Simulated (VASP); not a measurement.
A run of VASP 6.6.1:

The input INCAR:

```
PREC = Accurate ; ENCUT = 520
EDIFF = 1E-7 ; ISMEAR = -1
SIGMA = 0.05 ; LREAL = F
LASPH = T ; NELM = 150
ALGO = Normal ; ISIF = 2
LWAVE = F ; LCHARG = T
ISPIN = 2 ; MAGMOM = 0.5 0.5
LORBIT = 11 ; LMAXMIX = 4
GGA = RE ; LELF = T
LVHAR = T ; NBANDS = 21
```

KPOINTS

```
regular mesh
0
Gamma
  14 14 13
```

File POSCAR:

```
Pd
1.0
   -2.8526982192      3.2476482385      1.2875041249
    3.2476482385     -2.8526982192      1.2875041249
    1.8356118412      1.8356118412     -0.5641524411
Pd
2
Direct
    0.0079678054      0.9920321946      1.0000000000
    0.7420321946      0.2579678054      0.5000000000
```

Potentials or basis: VASP PAW PBE potentials, release 64 (Pd).

Command:

```console
$ cat potpaw_PBE.64/Pd/POTCAR > POTCAR
$ mpirun -np 1 vasp_std > vasp.out
```

Hardware: 1 thread of Intel(R) Xeon(R) 6975P-C (Granite Rapids) (shared host).

Question: Estimate the wall time of this run.

Answer: It took 9.7 min on 1 thread of Intel(R) Xeon(R) 6975P-C (Granite Rapids) (shared host), peak memory 0.65 GiB. Counts: scf iterations 15, k points 687.
